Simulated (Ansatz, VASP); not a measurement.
## One calculation of OsO, two programs

```
Os O
1.0
     0.00000    2.31924    2.31924
     2.31924    0.00000    2.31924
     2.31924    2.31924    0.00000
Os O
1 1
Direct
  0.00000 0.00000 0.00000
  0.75000 0.75000 0.75000
```

Alike in both runs: functional PBE; k mesh 6 × 6 × 6; occupations gaussian, width 0.1 eV; no spin polarisation.

Ansatz relaxed the structure, and its values are those at the end. VASP's run is a single point on that final structure, the one shown.

|  | VASP | Ansatz |
| --- | --- | --- |
| version | VASP 6.6.1 | Ansatz 0.2.0 |
| potentials or method | VASP PAW PBE potentials, release 64 (Os_sv_GW, O), cutoff 700 eV | scalar-relativistic, plane waves, PAW |
| valence electrons in the cell | 22 | 22 |

|  | VASP | Ansatz | Ansatz less VASP |
| --- | --- | --- | --- |
| gap on the k mesh at the Fermi level (eV) | 0.21 | 0.21 | 0.000 |
| least direct gap on the mesh (eV) | 0.98 | 0.98 | +0.004 |
| pressure (GPa) | 0.5 | 0.0 | -0.43 |

With one functional, cell and mesh, what is left measures potentials, basis and numerics.

Spin-orbit coupling is off throughout.
